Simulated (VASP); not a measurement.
A run of VASP 6.6.1 is set up as follows.

INCAR

```
SYSTEM = ZnS
PREC     = Accurate       ! precision mode
ENCUT    = 520            ! plane-wave cutoff, eV
EDIFF    = 1E-6           ! SCF threshold, eV
ISMEAR   = 0              ! smearing method
SIGMA    = 0.01           ! smearing width, eV
LREAL    = .False.        ! projectors in reciprocal space
LASPH    = .True.         ! aspherical terms in the spheres
NELM     = 100            ! most SCF steps
ALGO     = Normal         ! electronic algorithm
ISIF     = 2              ! what is computed and relaxed
LWAVE    = .False.        ! write WAVECAR
LCHARG   = .False.        ! write CHGCAR
GGA      = PS             ! functional
NBANDS   = 16             ! bands
```

Contents of KPOINTS:

```
regular mesh
0
Gamma
  8 8 8
  0 0 0
```

Contents of POSCAR:

```
ZnS
1.0
    0.0000000000      2.6643807964      2.6643807964
    2.6643807964      0.0000000000      2.6643807964
    2.6643807964      2.6643807964      0.0000000000
Zn S
1 1
Direct
    0.7500000000      0.7500000000      0.7500000000
    0.0000000000      0.0000000000      0.0000000000
```

Potentials or basis: VASP PAW PBE potentials, release 64 (Zn, S).

Launch:

```console
$ cat potpaw_PBE.64/Zn/POTCAR potpaw_PBE.64/S/POTCAR > POTCAR
$ mpirun -np 1 vasp_std > vasp.out
```

(1) Predict the pressure.

(2) Predict the band gap on the k mesh.

## Answers

(1) 1.5 GPa.

(2) 2.16 eV, direct.

Caveat: the PAW data sets were made with another functional, which shifts forces and pressure a little.

**What was measured.**

From “Electronic, vibrational, and thermodynamic properties of ZnS (zincblende and rocksalt structure)”, 2009, arxiv:0911.5022, for a bulk crystal of ZnS at 19 K: band gap 3.85 eV (direct).

Measured gap of ZnS: 3.85 eV (direct; 19 K; quoted in “Electronic, vibrational, and thermodynamic properties of ZnS (zincblende and rocksalt structure)”, 2009, arxiv:0911.5022). This calculation gives 2.16 eV (-1.69 eV). The value is that of PBEsol, without temperature or zero-point motion. Semilocal functionals fall short of measured gaps as a rule.
